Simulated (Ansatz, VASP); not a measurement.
MgO in VASP and in Ansatz

The input INCAR:

```
ALGO     = Normal         # electronic algorithm
EDIFF    = 1E-6           # SCF threshold, eV
ENCUT    = 520            # plane-wave cutoff, eV
GGA      = PS             # functional
ISIF     = 2              # what is computed and relaxed
ISMEAR   = 0              # smearing method
LASPH    = T              # aspherical terms in the spheres
LCHARG   = F              # write CHGCAR
LREAL    = F              # projectors in reciprocal space
LWAVE    = F              # write WAVECAR
NBANDS   = 16             # bands
NELM     = 80             # most SCF steps
PREC     = Accurate       # precision mode
SIGMA    = 0.05           # smearing width, eV
```

The input KPOINTS:

```
k-points
0
Gamma
  9 9 6
```

The input POSCAR:

```
MgO
1.0
    3.3992184161      0.0000000000      0.0000000000
   -1.6996092081      2.9438095014      0.0000000000
    0.0000000000      0.0000000000      3.9691391590
Mg O
2 2
Direct
    0.6666666667      0.3333333333      0.7500000000
    0.3333333333      0.6666666667      0.2500000000
    0.6666666667      0.3333333333      0.2500000000
    0.3333333333      0.6666666667      0.7500000000
```

Input for Ansatz:

```yaml
crystal:
  lattice:
    - [3.3992184161, 0.0, 0.0]
    - [-1.6996092081, 2.9438095014, 0.0]
    - [0.0, 0.0, 3.969139159]
  atoms:
    - { symbol: Mg, position: [0.6666666667, 0.3333333333, 0.75] }
    - { symbol: Mg, position: [0.3333333333, 0.6666666667, 0.25] }
    - { symbol: O, position: [0.6666666667, 0.3333333333, 0.25] }
    - { symbol: O, position: [0.3333333333, 0.6666666667, 0.75] }
basis:
  ecutwfc: 420
kpoints:
  mp_grid: { grid: [9, 9, 6] }
hamiltonian:
  xc: pbesol
scf:
  occupations: { method: gaussian, width: 0.05 }
output:
  forces: true
  stress: true
  eigenvalues: true
```

Change from the starting cell: strain -0.025 along x and y, -0.050 along z, atoms carried along.

Alike in both runs: task single point; functional PBEsol; k mesh 9 × 9 × 6; occupations gaussian, width 0.05 eV; no spin polarisation.

```csv
,VASP,Ansatz
version,VASP 6.6.1,Ansatz 0.2.0
potentials or method,"VASP PAW PBE potentials, release 64 (Mg, O), cutoff 520 eV","scalar-relativistic, plane waves, PAW"
valence electrons in the cell,16,32
```

```csv
,VASP,Ansatz,Ansatz less VASP
gap on the k mesh at the Fermi level (eV),3.84,3.85,+0.003
least direct gap on the mesh (eV),3.84,3.85,+0.003
pressure (GPa),18.4,18.5,+0.10
"traceless stress, the component that is largest in VASP (GPa)",6.78,6.77,-0.002
```

VASP's potentials were made for PBE, not for PBEsol. VASP's potentials hold 16 valence electrons a cell and Ansatz's 32, so a difference there can come from the potentials and not from the codes.
